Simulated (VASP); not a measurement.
Write the native input for VASP 6.6.1 that does the following.

* Task: relaxation of cell and atoms
* Functional: PBE
* Potentials or basis: VASP PAW PBE potentials, release 64 (Be, S)
* Cutoff: 600 eV
* k mesh: 4 × 4 × 4
* Occupations: gaussian, width 0.1 eV
* Spin: no spin polarisation
* Dipole correction: no
* Further INCAR settings: ALGO = Normal; EDIFF = 1e-07; IBRION = 2; EDIFFG = -0.04; NSW = 90; ISIF = 3

The structure of BeS5 lies in POSCAR:

```
BeS5
1.0
    0.0000000000      4.0918116900      4.0918116900
    4.0918116900      0.0000000000      4.0918116900
    4.0918116900      4.0918116900      0.0000000000
Be S
1 5
Direct
    0.0000000000      0.0000000000      0.0000000000
    0.2500000000      0.2500000000      0.2500000000
    0.1295901500      0.6234699500      0.6234699500
    0.6234699500      0.6234699500      0.6234699500
    0.6234699500      0.6234699500      0.1295901500
    0.6234699500      0.1295901500      0.6234699500
```

The cell was built from a structure type or drawn by symmetry, and may not be a known phase.

The input as run:

INCAR

```
ALGO = Normal
EDIFF = 1E-7
EDIFFG = -0.04
ENCUT = 600
GGA = PE
IBRION = 2
ISIF = 3
ISMEAR = 0
LASPH = T
LCHARG = F
LREAL = F
LWAVE = F
NELM = 100
NSW = 90
PREC = Accurate
SIGMA = 0.1
```

KPOINTS

```
k-points
0
Gamma
  4 4 4
```

Potentials or basis: VASP PAW PBE potentials, release 64 (Be, S).

Launch:

```bash
$ cat potpaw_PBE.64/Be/POTCAR potpaw_PBE.64/S/POTCAR > POTCAR
$ mpirun -np 1 vasp_std > vasp.out
```

It gave:

```
Relaxed volume                        : 17.62 Å³/atom
Relaxed cell                          : a = 5.308 Å, b = 5.308 Å, c = 5.308 Å, α = 60.00°, β = 60.00°, γ = 60.00°
Space group after relaxing (to 0.1 Å) : F-43m (No. 216)
Energy gained by relaxing             : 278.0 meV/atom
Ionic steps                           : 21
Pressure after relaxing               : 0.0 GPa
Band gap on the k mesh                : zero (bands 16 and 17 overlap by 1.44 eV)
```

Caveat: the volume moved by over 15 % at a fixed basis, so the end points are rough.

Run time: 9.8 min on 1 thread of Intel(R) Xeon(R) Platinum 8259CL CPU @ 2.50GHz (Skylake/Cascade Lake), on a shared host, peak memory 0.33 GiB.
